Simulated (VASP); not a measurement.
# Ba (Im-3m) in VASP: a series of runs, part 2 of 2

VASP 6.6.1. Earlier steps stand in the parts before.

## (3) Electric field gradients, PBEsol (volume scaled by 0.99)

INCAR reads:

```
SYSTEM = Ba
PREC     = Accurate       ! precision mode
ENCUT    = 520            ! plane-wave cutoff, eV
EDIFF    = 1E-8           ! SCF threshold, eV
ISMEAR   = -1             ! smearing method
SIGMA    = 0.05           ! smearing width, eV
LREAL    = .FALSE.        ! projectors in reciprocal space
LASPH    = .TRUE.         ! aspherical terms in the spheres
NELM     = 60             ! most SCF steps
ALGO     = Normal         ! electronic algorithm
ISIF     = 2              ! what is computed and relaxed
LWAVE    = .FALSE.        ! write WAVECAR
LCHARG   = .FALSE.        ! write CHGCAR
GGA      = PS             ! functional
LEFG     = .TRUE.       
NBANDS   = 11             ! bands
```

KPOINTS reads:

```
regular mesh
0
G
  10 10 10
  0 0 0
```

POSCAR reads:

```
Ba
1.0
   -2.4916387335      2.4916387335      2.4916387335
    2.4916387335     -2.4916387335      2.4916387335
    2.4916387335      2.4916387335     -2.4916387335
Ba
1
Direct
    0.0000000000      0.0000000000      0.0000000000
```

Potentials or basis: VASP PAW PBE potentials, release 64 (Ba_sv).

Started as:

```bash
$ cat potpaw_PBE.64/Ba_sv/POTCAR > POTCAR
$ mpirun -np 1 vasp_std > vasp.out
```

OUTCAR:

```text
SYSTEM = Ba
   PREC = Accurate
   ENCUT = 520
   EDIFF = 1E-8
   ISMEAR = -1
   LREAL = .FALSE.
   LASPH = .TRUE.
   NELM = 60
   ISIF = 2
   GGA = PS

 ion  position               nearest neighbor table
   1  0.000  0.000  0.000-

  LATTYP: Found a body centered cubic cell.
 ALAT       =     4.9832774670

  Lattice vectors:

 A1 = (  -2.4916387335,   2.4916387335,   2.4916387335)
 A2 = (   2.4916387335,  -2.4916387335,   2.4916387335)
 A3 = (   2.4916387335,   2.4916387335,  -2.4916387335)

Analysis of symmetry for initial positions (statically):
=====================================================================
 Subroutine PRICEL returns:
 Original cell was already a primitive cell.

 Routine SETGRP: Setting up the symmetry group for a
 body centered cubic supercell.

 Subroutine GETGRP returns: Found 48 space group operations
[... 9 lines left out ...]

 Routine SETGRP: Setting up the symmetry group for a
 body centered cubic supercell.

 Subroutine GETGRP returns: Found 48 space group operations
[... 11 lines left out ...]
                                     Primitive cell

  volume of cell :      61.8750

  direct lattice vectors                    reciprocal lattice vectors
    -2.491638733  2.491638733  2.491638733     0.000000000  0.200671146  0.200671146
     2.491638733 -2.491638733  2.491638733     0.200671146  0.000000000  0.200671146
     2.491638733  2.491638733 -2.491638733     0.200671146  0.200671146  0.000000000

  length of vectors
     4.315644881  4.315644881  4.315644881     0.283791856  0.283791856  0.283791856

  position of ions in fractional coordinates (direct lattice)
     0.000000000  0.000000000  0.000000000

  ion indices of the primitive-cell ions
   primitive index   ion index
                 1           1

[... 130 lines left out ...]
      2     -12.1522      2.00000
      3     -12.1522      2.00000
      4     -12.1522      2.00000
      5      -1.1830      2.00000
      6       3.4265      0.00000
      7       3.4265      0.00000
      8       3.4265      0.00000
      9       4.8865      0.00000
     10       4.8865      0.00000
     11       8.5863      0.00000
[... 309 lines left out ...]
 k-point    24 :      -0.3000    0.3000    0.1000
  band No.  band energies     occupation
      1     -27.1971      2.00000
      2     -12.4770      2.00000
      3     -12.2742      2.00000
      4     -12.1914      2.00000
      5       0.3283      2.00000
      6       2.5437      0.00000
      7       2.7635      0.00000
      8       4.1151      0.00000
      9       5.0207      0.00000
     10       5.4125      0.00000
     11       8.4133      0.00000

 [... further k-points ...]
[... 5 lines left out ...]
  --------------------------------------------------------------------------------------
  -------------------------------------------------------------------------------------
  Total       -0.1800917     -0.1800917     -0.1800917      0.0000000      0.0000000      0.0000000
  in kB       -4.6632541     -4.6632541     -4.6632541      0.0000000      0.0000000      0.0000000
  external PRESSURE =      -4.6632541 kB  Pullay stress =       0.0000000 kB

 VOLUME and BASIS-vectors are now :
 -----------------------------------------------------------------------------
  energy-cutoff  :      520.00
  volume of cell :       61.87
      direct lattice vectors                 reciprocal lattice vectors
    -2.491638733  2.491638733  2.491638733     0.000000000  0.200671146  0.200671146
     2.491638733 -2.491638733  2.491638733     0.200671146  0.000000000  0.200671146
     2.491638733  2.491638733 -2.491638733     0.200671146  0.200671146  0.000000000

 POSITION                                       TOTAL-FORCE (eV/Angst)
 -----------------------------------------------------------------------------------
      0.00000      0.00000      0.00000         0.000000      0.000000     -0.000000
 -----------------------------------------------------------------------------------
    total drift:                               -0.000000      0.000000     -0.000000

  FREE ENERGIE OF THE ION-ELECTRON SYSTEM (eV)
  ---------------------------------------------------
  free  energy   TOTEN  =        -2.1481936229 eV

  energy  without entropy=       -2.1370797283  energy(sigma->0) =       -2.14263668

 Electric field gradients (V/A^2)
---------------------------------------------------------------------
 ion       V_xx      V_yy      V_zz      V_xy      V_xz      V_yz
---------------------------------------------------------------------
   1       0.000     0.000     0.000     0.000     0.000     0.000
---------------------------------------------------------------------

 Electric field gradients after diagonalization (V/A^2)
 (convention: |V_zz| > |V_xx| > |V_yy|)
----------------------------------------------------------------------
 ion       V_xx      V_yy      V_zz     asymmetry (V_yy - V_xx)/ V_zz
----------------------------------------------------------------------
   1      -0.000    -0.000     0.000       0.000
----------------------------------------------------------------------

           NMR quadrupolar parameters

 Cq : quadrupolar parameter    Cq=e*Q*V_zz/h
 eta: asymmetry parameters     (V_yy - V_xx)/ V_zz
 Q  : nuclear electric quadrupole moment in mb (millibarn)
----------------------------------------------------------------------
 ion       Cq(MHz)       eta       Q (mb)
----------------------------------------------------------------------
   1       0.000       0.000       1.000
----------------------------------------------------------------------
```

OSZICAR:

```text
N       E                     dE             d eps       ncg     rms          rms(c)
DAV:   1     0.550094486430E+02    0.55009E+02   -0.43067E+03  1034   0.753E+02
DAV:   2     0.523474881760E+00   -0.54486E+02   -0.53042E+02  1247   0.135E+02
DAV:   3    -0.206978425823E+01   -0.25933E+01   -0.25789E+01  1301   0.311E+01
DAV:   4    -0.214636048023E+01   -0.76576E-01   -0.76494E-01  1326   0.511E+00
DAV:   5    -0.214957540001E+01   -0.32149E-02   -0.32148E-02  1440   0.808E-01    0.161E+00
DAV:   6    -0.214857689535E+01    0.99850E-03   -0.33024E-03  1253   0.525E-01    0.953E-01
DAV:   7    -0.214808875807E+01    0.48814E-03   -0.55161E-03  1234   0.708E-01    0.411E-02
DAV:   8    -0.214818977904E+01   -0.10102E-03   -0.29665E-04  1623   0.921E-02    0.186E-02
DAV:   9    -0.214819350521E+01   -0.37262E-05   -0.44336E-06  1238   0.188E-02    0.543E-03
DAV:  10    -0.214819382820E+01   -0.32300E-06   -0.15519E-06  1268   0.803E-03    0.100E-03
DAV:  11    -0.214819372915E+01    0.99055E-07   -0.22622E-07  1607   0.278E-03    0.582E-04
DAV:  12    -0.214819357105E+01    0.15810E-06   -0.19692E-08  1228   0.108E-03    0.167E-04
DAV:  13    -0.214819361804E+01   -0.46985E-07   -0.85028E-10   672   0.237E-04    0.495E-05
DAV:  14    -0.214819362289E+01   -0.48514E-08   -0.21403E-10   613   0.929E-05
   1 F= -.21481936E+01 E0= -.21426367E+01  d E =-.111139E-01
```

Run time: 12 s. Hardware: 1 thread of Intel Xeon 6975P-C (Granite Rapids), shared host; peak memory 0.18 GiB.

What came out:

* Free energy: -2.1482 eV
* Pressure: -0.5 GPa
* Band gap on the k mesh: zero (band 5 reaches 1.93 eV, above the bottom of band 6 at 1.03 eV)

Levels at points of the mesh, in eV from the Fermi level:
```tsv
k point	band 3	band 4	band 5	band 6	band 7	band 8
(0.00, 0.00, 0.00)	-13.73	-13.73	-2.76	1.85	1.85	1.85
(0.50, 0.00, 0.00)	-13.89	-13.74	-0.90	0.69	1.33	3.27
(0.50, 0.50, 0.50)	-14.07	-14.07	-0.55	-0.55	4.44	4.44
```

Caveat: without QUAD_EFG the Cq values of the log hold for a quadrupole moment of 1 mb, not for the nuclei; the PAW data sets were made with another functional, which shifts forces and pressure a little; spin-orbit coupling is left out, which moves the levels of the heavy elements.

## (4) Electric field gradients, PBEsol (volume scaled by 1.02)

INCAR reads:

```
SYSTEM = Ba
PREC = Accurate
ENCUT = 520
EDIFF = 1E-8
ISMEAR = -1
SIGMA = 0.05
LREAL = .False.
LASPH = .True.
NELM = 80
ALGO = Normal
ISIF = 2
LWAVE = .False.
LCHARG = .False.
GGA = PS
LEFG = .True.
NBANDS = 11
```

KPOINTS reads:

```
regular mesh
0
Gamma
  10 10 10
  0 0 0
```

POSCAR reads:

```
Ba
1.0
   -2.5165567739      2.5165567739      2.5165567739
    2.5165567739     -2.5165567739      2.5165567739
    2.5165567739      2.5165567739     -2.5165567739
Ba
1
Direct
    0.0000000000      0.0000000000      0.0000000000
```

Potentials or basis: VASP PAW PBE potentials, release 64 (Ba_sv).

Started as:

```bash
$ cat potpaw_PBE.64/Ba_sv/POTCAR > POTCAR
$ mpirun -np 1 vasp_std > vasp.out
```

OUTCAR:

```text
SYSTEM = Ba
   PREC = Accurate
   ENCUT = 520
   EDIFF = 1E-8
   ISMEAR = -1
   LREAL = .False.
   LASPH = .True.
   NELM = 80
   ISIF = 2
   GGA = PS

 ion  position               nearest neighbor table
   1  0.000  0.000  0.000-

  LATTYP: Found a body centered cubic cell.
 ALAT       =     5.0331135478

  Lattice vectors:

 A1 = (  -2.5165567739,   2.5165567739,   2.5165567739)
 A2 = (   2.5165567739,  -2.5165567739,   2.5165567739)
 A3 = (   2.5165567739,   2.5165567739,  -2.5165567739)

Analysis of symmetry for initial positions (statically):
=====================================================================
 Subroutine PRICEL returns:
 Original cell was already a primitive cell.

 Routine SETGRP: Setting up the symmetry group for a
 body centered cubic supercell.

 Subroutine GETGRP returns: Found 48 space group operations
[... 9 lines left out ...]

 Routine SETGRP: Setting up the symmetry group for a
 body centered cubic supercell.

 Subroutine GETGRP returns: Found 48 space group operations
[... 11 lines left out ...]
                                     Primitive cell

  volume of cell :      63.7500

  direct lattice vectors                    reciprocal lattice vectors
    -2.516556774  2.516556774  2.516556774     0.000000000  0.198684172  0.198684172
     2.516556774 -2.516556774  2.516556774     0.198684172  0.000000000  0.198684172
     2.516556774  2.516556774 -2.516556774     0.198684172  0.198684172  0.000000000

  length of vectors
     4.358804193  4.358804193  4.358804193     0.280981851  0.280981851  0.280981851

  position of ions in fractional coordinates (direct lattice)
     0.000000000  0.000000000  0.000000000

  ion indices of the primitive-cell ions
   primitive index   ion index
                 1           1

[... 128 lines left out ...]
      2     -12.3176      2.00000
      3     -12.3176      2.00000
      4     -12.3176      2.00000
      5      -1.2643      2.00000
      6       3.2963      0.00000
      7       3.2963      0.00000
      8       3.2963      0.00000
      9       4.7151      0.00000
     10       4.7151      0.00000
     11       8.4033      0.00000
[... 309 lines left out ...]
 k-point    24 :      -0.3000    0.3000    0.1000
  band No.  band energies     occupation
      1     -27.3498      2.00000
      2     -12.6121      2.00000
      3     -12.4289      2.00000
      4     -12.3531      2.00000
      5       0.2132      2.00000
      6       2.4297      0.00000
      7       2.6541      0.00000
      8       3.9650      0.00000
      9       4.8357      0.00000
     10       5.2136      0.00000
     11       8.1738      0.00000

 [... further k-points ...]
[... 5 lines left out ...]
  --------------------------------------------------------------------------------------
  -------------------------------------------------------------------------------------
  Total       -0.2764545     -0.2764545     -0.2764545     -0.0000000      0.0000000      0.0000000
  in kB       -6.9479090     -6.9479090     -6.9479090     -0.0000000      0.0000000      0.0000000
  external PRESSURE =      -6.9479090 kB  Pullay stress =       0.0000000 kB

 VOLUME and BASIS-vectors are now :
 -----------------------------------------------------------------------------
  energy-cutoff  :      520.00
  volume of cell :       63.75
      direct lattice vectors                 reciprocal lattice vectors
    -2.516556774  2.516556774  2.516556774     0.000000000  0.198684172  0.198684172
     2.516556774 -2.516556774  2.516556774     0.198684172  0.000000000  0.198684172
     2.516556774  2.516556774 -2.516556774     0.198684172  0.198684172  0.000000000

 POSITION                                       TOTAL-FORCE (eV/Angst)
 -----------------------------------------------------------------------------------
      0.00000      0.00000      0.00000        -0.000000     -0.000000      0.000000
 -----------------------------------------------------------------------------------
    total drift:                               -0.000000      0.000000      0.000000

  FREE ENERGIE OF THE ION-ELECTRON SYSTEM (eV)
  ---------------------------------------------------
  free  energy   TOTEN  =        -2.1413821639 eV

  energy  without entropy=       -2.1303346231  energy(sigma->0) =       -2.13585839

 Electric field gradients (V/A^2)
---------------------------------------------------------------------
 ion       V_xx      V_yy      V_zz      V_xy      V_xz      V_yz
---------------------------------------------------------------------
   1       0.000     0.000     0.000    -0.000    -0.000    -0.000
---------------------------------------------------------------------

 Electric field gradients after diagonalization (V/A^2)
 (convention: |V_zz| > |V_xx| > |V_yy|)
----------------------------------------------------------------------
 ion       V_xx      V_yy      V_zz     asymmetry (V_yy - V_xx)/ V_zz
----------------------------------------------------------------------
   1       0.000     0.000    -0.000       0.000
----------------------------------------------------------------------

           NMR quadrupolar parameters

 Cq : quadrupolar parameter    Cq=e*Q*V_zz/h
 eta: asymmetry parameters     (V_yy - V_xx)/ V_zz
 Q  : nuclear electric quadrupole moment in mb (millibarn)
----------------------------------------------------------------------
 ion       Cq(MHz)       eta       Q (mb)
----------------------------------------------------------------------
   1      -0.000       0.000       1.000
----------------------------------------------------------------------
```

stdout:

```text
POSCAR found type information on POSCAR Ba
 POSCAR found :  1 types and       1 ions
 scaLAPACK will be used
 -----------------------------------------------------------------------------
|                                                                             |
|                                                                             |
|     You enforced a specific xc type in the INCAR file but a different       |
|     I HOPE YOU KNOW WHAT YOU ARE DOING!                                     |
|                                                                             |
 -----------------------------------------------------------------------------

 LDA part: xc-table for (Slater+PW92), standard interpolation
 POSCAR, INCAR and KPOINTS ok, starting setup
 FFT: planning ... GRIDC
 FFT: planning ... GRID_SOFT
 FFT: planning ... GRID
 WAVECAR not read
 entering main loop
ion   1
```

Wall time 13 s (1 thread of Intel Xeon 6975P-C (Granite Rapids), shared host); peak memory 0.18 GiB.

What came out:

* Free energy: -2.1414 eV
* Pressure: -0.7 GPa
* Band gap on the k mesh: zero (band 5 reaches 1.81 eV, above the bottom of band 6 at 0.98 eV)

Caveat: without QUAD_EFG the Cq values of the log hold for a quadrupole moment of 1 mb, not for the nuclei; the PAW data sets were made with another functional, which shifts forces and pressure a little; spin-orbit coupling is left out, which moves the levels of the heavy elements.

## (5) Summary

| cell | gap on the mesh (eV) | pressure (GPa) |
| --- | --- | --- |
| a = 4.272 Å, angles 109.5°, 1 atom | none | -0.2 |
| a = 4.316 Å, angles 109.5°, 1 atom | none | -0.5 |
| a = 4.359 Å, angles 109.5°, 1 atom | none | -0.7 |

Alike in all rows: task electric field gradients; level PBEsol; potentials or basis VASP PAW PBE potentials, release 64 (Ba_sv); no spin polarisation; k mesh 10 × 10 × 10; cutoff (eV) 520; smearing fermi-dirac 0.05 eV.

Caveats: the PAW data sets were made with another functional, which shifts forces and pressure a little; spin-orbit coupling is left out, which moves the levels of the heavy elements.

Absolute energies hang on the potentials; compare differences alone.
